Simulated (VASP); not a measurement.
Here is a VASP 6.6.1 calculation.

The input INCAR:

```
PREC     = Accurate       # precision mode
ENCUT    = 520            # plane-wave cutoff, eV
EDIFF    = 1E-6           # SCF threshold, eV
ISMEAR   = 0              # smearing method
SIGMA    = 0.05           # smearing width, eV
LREAL    = F              # projectors in reciprocal space
LASPH    = T              # aspherical terms in the spheres
NELM     = 60             # most SCF steps
ALGO     = Normal         # electronic algorithm
ISIF     = 2              # what is computed and relaxed
LWAVE    = F              # write WAVECAR
LCHARG   = T              # write CHGCAR
GGA      = PE             # functional
LELF     = T              # ELF
LVHAR    = T            
NBANDS   = 15             # bands
```

Contents of KPOINTS:

```
regular mesh
0
Gamma
  6 6 6
```

Contents of POSCAR:

```
KCl
1.0
    3.8391960000      0.0000000000      0.0000000000
    0.0000000000      3.8391960000      0.0000000000
    0.0000000000      0.0000000000      3.8391960000
K Cl
1 1
Direct
   -0.1562827217      0.0000000000      0.0000000000
    0.5000000000      0.5000000000      0.5000000000
```

Potentials or basis: VASP PAW PBE potentials, release 64 (K_sv, Cl).

Command:

```sh
$ cat potpaw_PBE.64/K_sv/POTCAR potpaw_PBE.64/Cl/POTCAR > POTCAR
$ mpirun -np 1 vasp_std > vasp.out
```

(1) What does it give for the largest force?

(2) Estimate the band gap on the k mesh.

(3) Predict the pressure.

Answers

(1) 0.428 eV/Å.

(2) 4.84 eV (least direct gap 5.06 eV).

(3) 2.0 GPa.

Caveat: the cell differs from its parent crystal (atom 1 (K) moved by (-0.600, +0.000) A along x and y).
